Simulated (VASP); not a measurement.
Write the native input for VASP 6.6.1 that does the following.

- Task: single point
- Functional: PBE
- Potentials or basis: VASP PAW PBE potentials, release 64 (Ca_sv, O)
- Cutoff: 520 eV
- k mesh: 6 × 6 × 6
- Occupations: gaussian, width 0.01 eV
- Spin: no spin polarisation
- Dipole correction: no
- Further INCAR settings: ALGO = Normal; EDIFF = 1e-06; NBANDS = 15

The structure of CaO lies in POSCAR:

```
CaO
1.0
    2.8030174354      0.0000000000      0.0000000000
    0.0000000000      2.8030174354      0.0000000000
    0.0000000000      0.0000000000      2.8030174354
Ca O
1 1
Direct
    0.0000000000      0.0000000000      0.0000000000
    0.5000000000      0.5000000000      0.5000000000
```

This cell differs from its parent crystal: volume changed by -10%.

These files were run (other wordings do the same):

INCAR

```
PREC = Accurate
ENCUT = 520
EDIFF = 1E-6
ISMEAR = 0
SIGMA = 0.01
LREAL = False
LASPH = True
NELM = 60
ALGO = Normal
ISIF = 2
LWAVE = False
LCHARG = True
GGA = PE
LELF = True
LVHAR = True
NBANDS = 15
```

KPOINTS

```
regular mesh
0
Gamma
  6 6 6
```

Potentials or basis: VASP PAW PBE potentials, release 64 (Ca_sv, O).

Command:

```bash
$ cat potpaw_PBE.64/Ca_sv/POTCAR potpaw_PBE.64/O/POTCAR > POTCAR
$ mpirun -np 1 vasp_std > vasp.out
```

Results of the run:

| Item | Value |
| --- | --- |
| Pressure | 20.8 GPa |
| Band gap on the k mesh | 2.69 eV, indirect (least direct gap 2.97 eV) |

It took 4.6 s on 1 thread of AMD EPYC 9R45 96-Core Processor (Zen 5), on a shared host, peak memory 0.11 GiB.
